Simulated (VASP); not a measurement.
# MgO (Periclase) (Fm-3m) in VASP: further runs

Runs on MgO (Periclase). Level: LDA. Tasks: single point.

Program: VASP 6.6.1. These are calculated values, not measurements. Logs are shortened: lines on timing, memory, paths and dates and some standing lists are left out, and cuts for length are marked.

**1. The cell of the first run**

It takes space group Fm-3m (No. 225, cubic). The conventional cell has a = 4.217 Å, b = 4.217 Å, c = 4.217 Å, α = 90.00°, β = 90.00°, γ = 90.00°. Within 2.8 Å of Mg (site symmetry m-3m) lie 6 O at 2.11 Å. O (site symmetry m-3m) has 6 Mg at 2.11 Å within 2.8 Å.

**2. Single point, LDA**

Input file INCAR:

```
ALGO     = Normal         # electronic algorithm
EDIFF    = 1E-6           # SCF threshold, eV
ENCUT    = 520            # plane-wave cutoff, eV
GGA      = CA             # functional
ISIF     = 2              # what is computed and relaxed
ISMEAR   = 0              # smearing method
LASPH    = True           # aspherical terms in the spheres
LCHARG   = True           # write CHGCAR
LELF     = True           # ELF
LREAL    = False          # projectors in reciprocal space
LVHAR    = True         
LWAVE    = False          # write WAVECAR
NBANDS   = 11             # bands
NELM     = 80             # most SCF steps
PREC     = Accurate       # precision mode
SIGMA    = 0.01           # smearing width, eV
```

Input file KPOINTS:

```
k-points
0
Gamma
  8 8 8
```

Input file POSCAR:

```
MgO
1.0
    2.9818690000      0.0000000000      0.0000000000
    1.4909345000      2.5823743048      0.0000000000
    1.4909345000      0.8607914349      2.4346858433
Mg O
1 1
Direct
    0.0000000000      0.0000000000      0.0000000000
    0.5000000000      0.5000000000      0.5000000000
```

Potentials or basis: VASP PAW LDA potentials, release 64 (Mg, O).

Launch:

```bash
> cat potpaw_LDA.64/Mg/POTCAR potpaw_LDA.64/O/POTCAR > POTCAR
> mpirun -np 1 vasp_std > vasp.out
```

OUTCAR:

```text
EDIFF = 1E-6
   ENCUT = 520
   GGA = CA
   ISIF = 2
   ISMEAR = 0
   LASPH = True
   LREAL = False
   NELM = 80
   PREC = Accurate

 ion  position               nearest neighbor table
   1  0.000  0.000  0.000-   2 2.11   2 2.11   2 2.11   2 2.11   2 2.11   2 2.11
   2  0.500  0.500  0.500-   1 2.11   1 2.11   1 2.11   1 2.11   1 2.11   1 2.11

  LATTYP: Found a face centered cubic cell.
 ALAT       =     4.2169995811

  Lattice vectors:

 A1 = (   2.9818690000,   0.0000000000,   0.0000000000)
 A2 = (   1.4909345000,   2.5823743048,   0.0000000000)
 A3 = (   1.4909345000,   0.8607914349,   2.4346858433)

Analysis of symmetry for initial positions (statically):
=====================================================================
 Subroutine PRICEL returns:
 Original cell was already a primitive cell.

 Routine SETGRP: Setting up the symmetry group for a
 face centered cubic supercell.

 Subroutine GETGRP returns: Found 48 space group operations
 (whereof 48 operations were pure point group operations)
 out of a pool of 48 trial point group operations.

The static configuration has the point symmetry O_h .

Analysis of symmetry for dynamics (positions and initial velocities):
=====================================================================
 Subroutine PRICEL returns:
 Original cell was already a primitive cell.

 Routine SETGRP: Setting up the symmetry group for a
 face centered cubic supercell.

 Subroutine GETGRP returns: Found 48 space group operations
 (whereof 48 operations were pure point group operations)
 out of a pool of 48 trial point group operations.

The dynamic configuration has the point symmetry O_h .

 Subroutine INISYM returns: Found 48 space group operations
 (whereof 48 operations are pure point group operations),
 and found     1 'primitive' translations

----------------------------------------------------------------------------------------

                                     Primitive cell

  volume of cell :      18.7478

  direct lattice vectors                    reciprocal lattice vectors
     2.981869000  0.000000000  0.000000000     0.335360138 -0.193620266 -0.136910203
     1.490934500  2.582374305  0.000000000     0.000000000  0.387240532 -0.136910203
     1.490934500  0.860791435  2.434685843     0.000000000  0.000000000  0.410730609

  length of vectors
     2.981869000  2.981869000  2.981869000     0.410730609  0.410730609  0.410730609

  position of ions in fractional coordinates (direct lattice)
     0.000000000  0.000000000  0.000000000
     0.500000000  0.500000000  0.500000000

  ion indices of the primitive-cell ions
   primitive index   ion index
                 1           1
                 2           2

----------------------------------------------------------------------------------------

 KPOINTS: k-points

Automatic generation of k-mesh.
 Grid dimensions read from file:
 generate k-points for:    8    8    8

 Generating k-lattice:

  Cartesian coordinates                     Fractional coordinates (reciprocal lattice)
     0.041920017 -0.024202533 -0.017113775     0.125000000  0.000000000 -0.000000000
     0.000000000  0.048405067 -0.017113775     0.000000000  0.125000000 -0.000000000
     0.000000000  0.000000000  0.051341326     0.000000000  0.000000000  0.125000000

  Length of vectors
     0.051341326  0.051341326  0.051341326

  Shift w.r.t. Gamma in fractional coordinates (k-lattice)
     0.000000000  0.000000000  0.000000000

 Subroutine IBZKPT returns following result:
 ===========================================

 Found     29 irreducible k-points:

 Following reciprocal coordinates:
            Coordinates               Weight
  0.000000  0.000000  0.000000      1.000000
  0.125000 -0.000000 -0.000000      8.000000
  0.250000 -0.000000 -0.000000      8.000000
  0.375000  0.000000  0.000000      8.000000
  0.500000 -0.000000 -0.000000      4.000000
  0.125000  0.125000  0.000000      6.000000
[... 16 lines left out ...]
  0.500000  0.250000  0.125000     48.000000
 -0.375000  0.250000  0.125000     24.000000
 [... further k-points ...]
   k-points           NKPTS =     29   k-points in BZ     NKDIM =     29   number of bands    NBANDS=     11
   number of dos      NEDOS =    301   number of ions     NIONS =      2
   total plane-waves  NPLWV =  13824
   dimension x,y,z NGX =    24 NGY =   24 NGZ =   24
   dimension x,y,z NGXF=    48 NGYF=   48 NGZF=   48
   ions per type =               1   1
   NGX,Y,Z   is equivalent  to a cutoff of  13.38, 13.38, 13.38 a.u.
   NGXF,Y,Z  is equivalent  to a cutoff of  26.76, 26.76, 26.76 a.u.
 SYSTEM =  unknown system
   PREC   = accura    normal or accurate (medium, high low for compatibility)
   ISTART =      0    job   : 0-new  1-cont  2-samecut
   ICHARG =      2    charge: 1-file 2-atom 10-const
   ISPIN  =      1    spin polarized calculation?
   LNONCOLLINEAR =      F non collinear calculations
   LSORBIT =      F    spin-orbit coupling
   LASPH  =      T    aspherical Exc in radial PAW
   ENCUT  =  520.0 eV  38.22 Ry    6.18 a.u.   5.54  5.54  5.54*2*pi/ulx,y,z
   NELM   =     80;   NELMIN=  2; NELMDL= -5     # of ELM steps
   EDIFF  = 0.1E-05   stopping-criterion for ELM
   LREAL  =      F    real-space projection
   EDIFFG = 0.1E-04   stopping-criterion for IOM
   NSW    =      0    number of steps for IOM
   IBRION =     -1    ionic relax: 0-MD 1-quasi-New 2-CG
   NFREE  =      0    steps in history (QN), initial steepest desc. (CG)
   ISIF   =      2    stress and relaxation
   ISYM   =      2    0-nonsym 1-usesym 2-fastsym
   POTIM  = 0.5000    time-step for ionic-motion
   TEBEG  =    0.0;   TEEND  =   0.0 temperature during run
   PSTRESS=    0.0 pullay stress
   NELECT =       8.0000    total number of electrons
   NUPDOWN=      -1.0000    fix difference up-down
   EMIN   =  10.00;   EMAX   =-10.00  energy-range for DOS
   EFERMI =   0.00;   METHOD = LEGACY
   ISMEAR =     0;   SIGMA  =   0.01  broadening in eV -4-tet -1-fermi 0-gaus
   EFERMI_NEDOS =   21; number of points for ismear=-14 and -15
   IALGO  =     38    algorithm
   IMIX   =      4    mixing-type and parameters
     AMIX     =   0.40;   BMIX     =  1.00
     AMIX_MAG =   1.60;   BMIX_MAG =  1.00
  volume/ion in A,a.u.               =       9.37        63.26
  Fermi-wavevector in a.u.,A,eV,Ry     =   1.232503  2.329093 20.668111  1.519063
  Thomas-Fermi vector in A             =   2.367270
   LORBIT       =      0    0 simple, 1 ext, 2 COOP (PROOUT), +10 PAW based schemes
   GGA     = CA    functional components
   LHFCALC =     F    Hartree Fock is set to
   AEXX    =    0.0000 exact exchange contribution
   IVDW    =     0    specifies the selected vdW correction
   LEPSILON=     F    determine dielectric tensor
   LRPA    =     F    only Hartree local field effects (RPA)
 non-spin polarized calculation
 Gauss-broadening in eV      SIGMA  =   0.01
  energy-cutoff  :      520.00
  volume of cell :       18.75
 maximum number of plane-waves:       531
 NGX is ok and might be reduce to    24
   NGX = 11   NGY = 11   NGZ = 11

 number of electron       8.0000005 magnetization

 Free energy of the ion-electron system (eV)
  ---------------------------------------------------
  ext. energy  EPLUGINS =         0.00000000
  ---------------------------------------------------
  free energy    TOTEN  =       -13.42160153 eV

  energy without entropy =      -13.42160153  energy(sigma->0) =      -13.42160153

 E-fermi :   2.9168     XC(G=0): -11.5749

 val. band max:        2.8539522456   @ k =   0.0000   0.0000   0.0000
 cond. band min:       7.4762546450   @ k =   0.0000   0.0000   0.0000
 fundamental gap:      4.6223023995
 Fermi energy:         2.9167817583

 k-point     1 :       0.0000    0.0000    0.0000
  band No.  band energies     occupation
      1     -14.1300      2.00000
      2       2.8540      2.00000
      3       2.8540      2.00000
      4       2.8540      2.00000
      5       7.4763      0.00000
      6      18.3602      0.00000
      7      18.3602      0.00000
      8      18.3602      0.00000
      9      22.3755      0.00000
     10      24.0144      0.00000
     11      24.0144      0.00000

 k-point     2 :       0.1250   -0.0000   -0.0000
  band No.  band energies     occupation
      1     -13.9607      2.00000
      2       1.8891      2.00000
      3       2.7493      2.00000
      4       2.7493      2.00000
      5       8.3834      0.00000
      6      16.7111      0.00000
      7      18.7153      0.00000
      8      18.7153      0.00000
      9      23.0103      0.00000
     10      23.0103      0.00000
     11      24.4545      0.00000

 k-point     3 :       0.2500   -0.0000   -0.0000
  band No.  band energies     occupation
      1     -13.5192      2.00000
      2       0.1650      2.00000
      3       2.5085      2.00000
      4       2.5085      2.00000
      5       9.8002      0.00000
      6      15.1843      0.00000
      7      19.1874      0.00000
      8      19.1874      0.00000
      9      22.6218      0.00000
     10      22.6218      0.00000
     11      24.4396      0.00000

 k-point     4 :       0.3750    0.0000    0.0000
  band No.  band energies     occupation
      1     -13.0178      2.00000
      2      -1.2673      2.00000
      3       2.2822      2.00000
      4       2.2822      2.00000
      5      10.4803      0.00000
      6      14.9926      0.00000
      7      18.9901      0.00000
      8      18.9901      0.00000
      9      23.6617      0.00000
     10      23.9330      0.00000
     11      23.9330      0.00000
[... 239 lines left out ...]
 k-point    22 :       0.3750    0.2500    0.1250
  band No.  band energies     occupation
      1     -13.2019      2.00000
      2      -0.1945      2.00000
      3       1.6816      2.00000
      4       2.2300      2.00000
      5      11.1875      0.00000
      6      14.1067      0.00000
      7      17.5881      0.00000
      8      20.0415      0.00000
      9      20.6435      0.00000
     10      24.9299      0.00000
     11      28.2354      0.00000

 k-point    23 :       0.5000    0.2500    0.1250
  band No.  band energies     occupation
      1     -12.8061      2.00000
      2      -0.9024      2.00000
      3       1.0985      2.00000
      4       1.9737      2.00000
      5      12.1611      0.00000
      6      14.2805      0.00000
      7      16.4363      0.00000
      8      19.6389      0.00000
      9      22.2024      0.00000
     10      24.8975      0.00000
     11      28.4438      0.00000

 k-point    24 :      -0.3750    0.2500    0.1250
  band No.  band energies     occupation
      1     -12.6291      2.00000
      2      -1.2064      2.00000
      3       0.8896      2.00000
      4       1.8525      2.00000
      5      12.3296      0.00000
      6      14.8173      0.00000
      7      16.0119      0.00000
      8      19.3965      0.00000
      9      23.0648      0.00000
     10      24.5447      0.00000
     11      28.5845      0.00000

 [... further k-points ...]
[... 5 lines left out ...]
  --------------------------------------------------------------------------------------
  -------------------------------------------------------------------------------------
  Total       -0.9629027     -0.9629027     -0.9629027      0.0000000      0.0000000      0.0000000
  in kB      -82.2891009    -82.2891009    -82.2891009      0.0000000      0.0000000      0.0000000
  external PRESSURE =     -82.2891009 kB  Pullay stress =       0.0000000 kB

 VOLUME and BASIS-vectors are now :
 -----------------------------------------------------------------------------
  energy-cutoff  :      520.00
  volume of cell :       18.75
      direct lattice vectors                 reciprocal lattice vectors
     2.981869000  0.000000000  0.000000000     0.335360138 -0.193620266 -0.136910203
     1.490934500  2.582374305  0.000000000     0.000000000  0.387240532 -0.136910203
     1.490934500  0.860791435  2.434685843     0.000000000  0.000000000  0.410730609

 POSITION                                       TOTAL-FORCE (eV/Angst)
 -----------------------------------------------------------------------------------
      0.00000      0.00000      0.00000        -0.000000     -0.000000      0.000000
      2.98187      1.72158      1.21734         0.000000      0.000000      0.000000
 -----------------------------------------------------------------------------------
    total drift:                                0.000000      0.000000     -0.000000

  FREE ENERGIE OF THE ION-ELECTRON SYSTEM (eV)
  ---------------------------------------------------
  free  energy   TOTEN  =       -13.4216015300 eV

  energy  without entropy=      -13.4216015300  energy(sigma->0) =      -13.42160153
```

Wall time 7.3 s (1 thread of Intel Xeon 8259CL, shared host); peak memory 0.13 GiB.

What came out:

```
Free energy            : -13.4216 eV
Pressure               : -8.2 GPa
Band gap on the k mesh : 4.62 eV, direct
```

**3. Single point, LDA**

Input file INCAR:

```
SYSTEM = MgO
ALGO = Normal
EDIFF = 1E-6
ENCUT = 520
GGA = CA
ISIF = 2
ISMEAR = 0
LASPH = .TRUE.
LCHARG = .FALSE.
LREAL = .FALSE.
LWAVE = .FALSE.
NBANDS = 11
NELM = 100
PREC = Accurate
SIGMA = 0.01
```

Input file KPOINTS:

```
k-points
0
G
  8 8 8
  0 0 0
```

POSCAR is that of step 2.

Potentials or basis: VASP PAW LDA potentials, release 64 (Mg, O).

Launch:

```bash
> cat potpaw_LDA.64/Mg/POTCAR potpaw_LDA.64/O/POTCAR > POTCAR
> mpirun -np 1 vasp_std > vasp.out
```

OUTCAR:

```text
SYSTEM = MgO
   EDIFF = 1E-6
   ENCUT = 520
   GGA = CA
   ISIF = 2
   ISMEAR = 0
   LASPH = .TRUE.
   LREAL = .FALSE.
   NELM = 100
   PREC = Accurate

 ion  position               nearest neighbor table
   1  0.000  0.000  0.000-   2 2.11   2 2.11   2 2.11   2 2.11   2 2.11   2 2.11
   2  0.500  0.500  0.500-   1 2.11   1 2.11   1 2.11   1 2.11   1 2.11   1 2.11

  LATTYP: Found a face centered cubic cell.
 ALAT       =     4.2169995811

  Lattice vectors:

 A1 = (   2.9818690000,   0.0000000000,   0.0000000000)
 A2 = (   1.4909345000,   2.5823743048,   0.0000000000)
[... 514 lines left out ...]
      7      16.0119      0.00000
      8      19.3965      0.00000
      9      23.0648      0.00000
     10      24.5447      0.00000
     11      28.5845      0.00000

 [... further k-points ...]
[... 5 lines left out ...]
  --------------------------------------------------------------------------------------
  -------------------------------------------------------------------------------------
  Total       -0.9629027     -0.9629027     -0.9629027      0.0000000      0.0000000      0.0000000
  in kB      -82.2891009    -82.2891009    -82.2891009      0.0000000      0.0000000      0.0000000
  external PRESSURE =     -82.2891009 kB  Pullay stress =       0.0000000 kB

 VOLUME and BASIS-vectors are now :
 -----------------------------------------------------------------------------
  energy-cutoff  :      520.00
  volume of cell :       18.75
      direct lattice vectors                 reciprocal lattice vectors
     2.981869000  0.000000000  0.000000000     0.335360138 -0.193620266 -0.136910203
     1.490934500  2.582374305  0.000000000     0.000000000  0.387240532 -0.136910203
     1.490934500  0.860791435  2.434685843     0.000000000  0.000000000  0.410730609

 POSITION                                       TOTAL-FORCE (eV/Angst)
 -----------------------------------------------------------------------------------
      0.00000      0.00000      0.00000        -0.000000     -0.000000      0.000000
      2.98187      1.72158      1.21734         0.000000      0.000000      0.000000
 -----------------------------------------------------------------------------------
    total drift:                                0.000000      0.000000     -0.000000

  FREE ENERGIE OF THE ION-ELECTRON SYSTEM (eV)
  ---------------------------------------------------
  free  energy   TOTEN  =       -13.4216015300 eV

  energy  without entropy=      -13.4216015300  energy(sigma->0) =      -13.42160153
```

OSZICAR:

```text
N       E                     dE             d eps       ncg     rms          rms(c)
DAV:   1     0.124323953245E+02    0.12432E+02   -0.46777E+03   710   0.648E+02
DAV:   2    -0.144152299073E+02   -0.26848E+02   -0.26445E+02   742   0.140E+02
DAV:   3    -0.149898961763E+02   -0.57467E+00   -0.57390E+00   769   0.168E+01
DAV:   4    -0.149912148529E+02   -0.13187E-02   -0.13187E-02   692   0.923E-01
DAV:   5    -0.149912185843E+02   -0.37314E-05   -0.37314E-05   743   0.465E-02    0.704E+00
DAV:   6    -0.134860463436E+02    0.15052E+01   -0.88276E+00   662   0.160E+01    0.226E+00
DAV:   7    -0.134462647700E+02    0.39782E-01   -0.67961E-02   695   0.225E+00    0.129E+00
DAV:   8    -0.134221316344E+02    0.24133E-01   -0.32640E-02   665   0.182E+00    0.236E-01
DAV:   9    -0.134217555251E+02    0.37611E-03   -0.42674E-04   728   0.153E-01    0.139E-01
DAV:  10    -0.134216020428E+02    0.15348E-03   -0.38516E-04   686   0.164E-01    0.585E-03
DAV:  11    -0.134216015300E+02    0.51282E-06   -0.42531E-06   692   0.115E-02
   1 F= -.13421602E+02 E0= -.13421602E+02  d E =-.237258E-21
```

stdout:

```text
POSCAR found type information on POSCAR MgO
 POSCAR found :  2 types and       2 ions
 scaLAPACK will be used
 LDA part: xc-table for (Slater(with rela. corr.)+CA(PZ))
 , standard interpolation
 POSCAR, INCAR and KPOINTS ok, starting setup
 FFT: planning ... GRIDC
 FFT: planning ... GRID_SOFT
 FFT: planning ... GRID
 WAVECAR not read
 entering main loop
```

Wall time 6.2 s (1 thread of Intel Xeon 8259CL, shared host); peak memory 0.13 GiB.

Results:

```yaml
Free_energy: -13.4216 eV
Pressure: -8.2 GPa
Band_gap_on_the_k_mesh: 4.62 eV, direct
```

Levels at points of the mesh, in eV from the valence-band top:
```
           k point  band 2  band 3  band 4  band 5  band 6  band 7
(0.00, 0.00, 0.00)    0.00    0.00    0.00    4.62   15.51   15.51
(0.50, 0.00, 0.00)   -4.68   -0.66   -0.66    7.71   12.36   15.96
(0.50, 0.50, 0.00)   -4.14   -1.37   -1.37    8.89    9.66   12.86
```
